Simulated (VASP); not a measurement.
# SiNi3 (Pm-3m) in VASP: notebook

SiNi3 is run at these levels: LDA, PBEsol, PBE; tasks: single point.

Program: VASP 6.6.1. These are calculated values, not measurements. Logs are shortened: lines on timing, memory, paths and dates and some standing lists are left out, and cuts for length are marked.

## (1) The cell of the first run

The structure is cubic, space group Pm-3m (No. 221). The conventional cell has a = 3.565 Å, b = 3.565 Å, c = 3.565 Å, α = 90.00°, β = 90.00°, γ = 90.00°. Ni (site symmetry 4/mmm) has 8 Ni at 2.52 Å and 4 Si at 2.52 Å within 3.3 Å. Within 3.3 Å of Si (site symmetry m-3m) lie 12 Ni at 2.52 Å.

## (2) Single point, LDA, collinear spin, ferromagnetic start

Input file INCAR:

```
SYSTEM = SiNi3
PREC = Accurate
ENCUT = 520
EDIFF = 1E-6
ISMEAR = -1
SIGMA = 0.05
LREAL = .False.
LASPH = .True.
NELM = 150
ALGO = Normal
ISIF = 2
LWAVE = .False.
LCHARG = .False.
ISPIN = 2
MAGMOM = 1 1 1 0
LORBIT = 11
LMAXMIX = 4
NBANDS = 29
```

Input file KPOINTS:

```
regular mesh
0
Gamma
  8 8 8
  0 0 0
```

Input file POSCAR:

```
SiNi3
1.0
    3.5654576373      0.0000000000      0.0000000000
    0.0000000000      3.5654576373      0.0000000000
    0.0000000000      0.0000000000      3.5654576373
Ni Si
3 1
Direct
    0.5000000000      0.5000000000      0.0000000000
    0.5000000000      0.0000000000      0.5000000000
    0.0000000000      0.5000000000      0.5000000000
    0.0000000000      0.0000000000      0.0000000000
```

Potentials or basis: VASP PAW LDA potentials, release 64 (Ni, Si).

Launch:

```
cat potpaw_LDA.64/Ni/POTCAR potpaw_LDA.64/Si/POTCAR > POTCAR
mpirun -np 1 vasp_std > vasp.out
```

OUTCAR:

```text
SYSTEM = SiNi3
   PREC = Accurate
   ENCUT = 520
   EDIFF = 1E-6
   ISMEAR = -1
   LREAL = .False.
   LASPH = .True.
   NELM = 150
   ISIF = 2
   ISPIN = 2
   LORBIT = 11

 ion  position               nearest neighbor table
   1  0.500  0.500  0.000-   2 2.52   3 2.52   4 2.52   2 2.52   3 2.52   2 2.52   4 2.52   2 2.52
                             3 2.52   4 2.52   3 2.52   4 2.52
   2  0.500  0.000  0.500-   1 2.52   3 2.52   4 2.52   1 2.52   4 2.52   1 2.52   3 2.52   1 2.52
                             3 2.52   4 2.52   4 2.52   3 2.52
   3  0.000  0.500  0.500-   1 2.52   2 2.52   4 2.52   1 2.52   4 2.52   2 2.52   4 2.52   4 2.52
                             1 2.52   2 2.52   1 2.52   2 2.52
   4  0.000  0.000  0.000-   1 2.52   2 2.52   3 2.52   2 2.52   3 2.52   1 2.52   3 2.52   3 2.52
                             1 2.52   2 2.52   2 2.52   1 2.52

  LATTYP: Found a simple cubic cell.
 ALAT       =     3.5654576373

  Lattice vectors:

 A1 = (   3.5654576373,   0.0000000000,   0.0000000000)
 A2 = (   0.0000000000,   3.5654576373,   0.0000000000)
 A3 = (   0.0000000000,   0.0000000000,   3.5654576373)

Analysis of symmetry for initial positions (statically):
=====================================================================
 Subroutine PRICEL returns:
 Original cell was already a primitive cell.

 Routine SETGRP: Setting up the symmetry group for a
 simple cubic supercell.

 Subroutine GETGRP returns: Found 48 space group operations
 (whereof 48 operations were pure point group operations)
 out of a pool of 48 trial point group operations.

The static configuration has the point symmetry O_h .

Analysis of symmetry for dynamics (positions and initial velocities):
=====================================================================
 Subroutine PRICEL returns:
 Original cell was already a primitive cell.

 Routine SETGRP: Setting up the symmetry group for a
 simple cubic supercell.

 Subroutine GETGRP returns: Found 48 space group operations
 (whereof 48 operations were pure point group operations)
 out of a pool of 48 trial point group operations.

The dynamic configuration has the point symmetry O_h .

Analysis of structural, dynamic, and magnetic symmetry:
=====================================================================
 Subroutine PRICEL returns:
 Original cell was already a primitive cell.

 Routine SETGRP: Setting up the symmetry group for a
 simple cubic supercell.

 Subroutine GETGRP returns: Found 48 space group operations
 (whereof 48 operations were pure point group operations)
 out of a pool of 48 trial point group operations.

The overall configuration has the point symmetry O_h .

[... 133 lines left out ...]
 spin polarized calculation
  energy-cutoff  :      520.00
  volume of cell :       45.33
 maximum number of plane-waves:      1236
 NGX is ok and might be reduce to    28
   NGX = 13   NGY = 13   NGZ = 13

 number of electron      34.0000018 magnetization      -0.0022959

 number of electron      34.0000018 magnetization       0.0025805

 Free energy of the ion-electron system (eV)
  ---------------------------------------------------
  ext. energy  EPLUGINS =         0.00000000
  ---------------------------------------------------
  free energy    TOTEN  =       -27.53153578 eV

  energy without entropy =      -27.51356064  energy(sigma->0) =      -27.52254821

 E-fermi :   9.6828     XC(G=0): -13.0970

 val. band max:        9.6131217958   @ k =   0.1250   0.1250   0.0000
 cond. band min:       9.6963199940   @ k =   0.0000   0.0000   0.0000
 fundamental gap:      0.0831981982
 Fermi energy:         9.6827724104

 spin component 1

 k-point     1 :       0.0000    0.0000    0.0000
  band No.  band energies     occupation
      1      -1.7826      1.00000
      2       5.1321      1.00000
      3       5.9262      1.00000
      4       5.9262      1.00000
      5       6.3833      1.00000
      6       6.3833      1.00000
[... 757 lines left out ...]
     28      24.1417      0.00000
     29      26.1740      0.00000

 [... further k-points ...]

 spin component 2

 k-point     1 :       0.0000    0.0000    0.0000
  band No.  band energies     occupation
      1      -1.7826      1.00000
      2       5.1325      1.00000
      3       5.9270      1.00000
      4       5.9270      1.00000
      5       6.3843      1.00000
      6       6.3843      1.00000
[... 757 lines left out ...]
     28      24.1420      0.00000
     29      26.1567      0.00000

 [... further k-points ...]

------------------------ aborting loop because EDIFF is reached ----------------------------------------

  FORCE on cell =-STRESS in cart. coord.  units (eV):
  Direction    XX          YY          ZZ          XY          YZ          ZX
  --------------------------------------------------------------------------------------
  -------------------------------------------------------------------------------------
  Total       -6.4286782     -6.4286782     -6.4286782     -0.0000000     -0.0000000      0.0000000
  in kB     -227.2408614   -227.2408614   -227.2408614     -0.0000000     -0.0000000      0.0000000
  external PRESSURE =    -227.2408614 kB  Pullay stress =       0.0000000 kB

 VOLUME and BASIS-vectors are now :
 -----------------------------------------------------------------------------
  energy-cutoff  :      520.00
  volume of cell :       45.33
      direct lattice vectors                 reciprocal lattice vectors
     3.565457637  0.000000000  0.000000000     0.280468905  0.000000000  0.000000000
     0.000000000  3.565457637  0.000000000     0.000000000  0.280468905  0.000000000
     0.000000000  0.000000000  3.565457637     0.000000000  0.000000000  0.280468905

 POSITION                                       TOTAL-FORCE (eV/Angst)
 -----------------------------------------------------------------------------------
      1.78273      1.78273      0.00000         0.000000      0.000000      0.000000
      1.78273      0.00000      1.78273         0.000000      0.000000      0.000000
      0.00000      1.78273      1.78273         0.000000      0.000000      0.000000
      0.00000      0.00000      0.00000         0.000000      0.000000      0.000000
 -----------------------------------------------------------------------------------
    total drift:                                0.000000      0.000000      0.000000

  FREE ENERGIE OF THE ION-ELECTRON SYSTEM (eV)
  ---------------------------------------------------
  free  energy   TOTEN  =       -27.5315357802 eV

  energy  without entropy=      -27.5135606376  energy(sigma->0) =      -27.52254821

 total charge

# of ion       s       p       d       tot
------------------------------------------
    1        0.467   0.519   8.402   9.387
    2        0.467   0.519   8.402   9.387
    3        0.467   0.519   8.402   9.387
    4        0.737   0.792   0.000   1.528
--------------------------------------------------
tot          2.136   2.349  25.205  29.690

 magnetization (x)

# of ion       s       p       d       tot
------------------------------------------
    1       -0.000  -0.000   0.001   0.001
    2       -0.000  -0.000   0.001   0.001
    3       -0.000  -0.000   0.001   0.001
    4       -0.000  -0.000   0.000  -0.000
--------------------------------------------------
tot         -0.000  -0.000   0.002   0.001
```

It took 29 s on 1 thread of Intel Xeon 6975P-C (Granite Rapids), shared host; peak memory 0.19 GiB.

What came out:

* Free energy: -27.5315 eV
* Pressure: -22.7 GPa
* Band gap on the k mesh: zero (filled and empty bands overlap)
* Net moment: 0.00 μB per cell
* Valence electrons inside the program's atomic spheres: Ni 9.39; Si 1.53

Levels at points of the mesh, in eV from the Fermi level:
Spin up:
| k point | band 15 | band 16 | band 17 | band 18 | band 19 | band 20 |
| --- | --- | --- | --- | --- | --- | --- |
| (0.00, 0.00, 0.00) | -0.56 | -0.28 | 0.01 | 0.01 | 0.01 | 4.33 |
| (0.50, 0.00, 0.00) | -1.06 | -0.50 | 0.01 | 3.44 | 3.44 | 4.77 |
| (0.50, 0.50, 0.00) | -1.04 | -0.94 | -0.90 | 0.61 | 0.61 | 5.32 |
| (0.50, 0.50, 0.50) | -1.16 | -0.25 | -0.20 | -0.20 | -0.20 | 0.99 |
Spin down:
```csv
k point,band 14,band 15,band 16,band 17,band 18,band 19,band 20,band 21
"(0.00, 0.00, 0.00)",-0.56,-0.56,-0.27,0.01,0.01,0.01,4.33,6.15
"(0.50, 0.00, 0.00)",-1.18,-1.06,-0.50,0.02,3.44,3.44,4.77,5.17
"(0.50, 0.50, 0.00)",-1.30,-1.04,-0.94,-0.90,0.61,0.61,5.32,6.10
"(0.50, 0.50, 0.50)",-1.16,-1.16,-0.25,-0.20,-0.20,-0.20,0.99,3.81
```

Caveat: the cell stands under tension.

(Continued in part 2 of 3.)
